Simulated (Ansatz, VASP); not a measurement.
# Pd in VASP and in Ansatz

```
Pd
1.0
     0.00000    2.57989    2.57989
     2.57989    0.00000    2.57989
     2.57989    2.57989    0.00000
Pd
2
Direct
  0.87500 0.87500 0.87500
  0.12500 0.12500 0.12500
```

Change from the starting cell: volume scaled by 0.7, LAPW.

Alike in both runs: task single point; functional PBE; k mesh 12 × 12 × 12; occupations fermi-dirac, width 0.08 eV; no spin polarisation.

```csv
,VASP,Ansatz
version,VASP 6.6.1,Ansatz 0.2.0
potentials or method,"VASP PAW PBE potentials, release 64 (Pd), cutoff 520 eV","all-electron LAPW, scalar-relativistic"
```

|  | VASP | Ansatz | Ansatz less VASP |
| --- | --- | --- | --- |
| pressure (GPa) | 58.0 | 61.2 | +3.25 |

Both programs put the cell under a high pressure, so it lies far from rest at this level. Ansatz ran all-electron here, and VASP with PAW potentials.
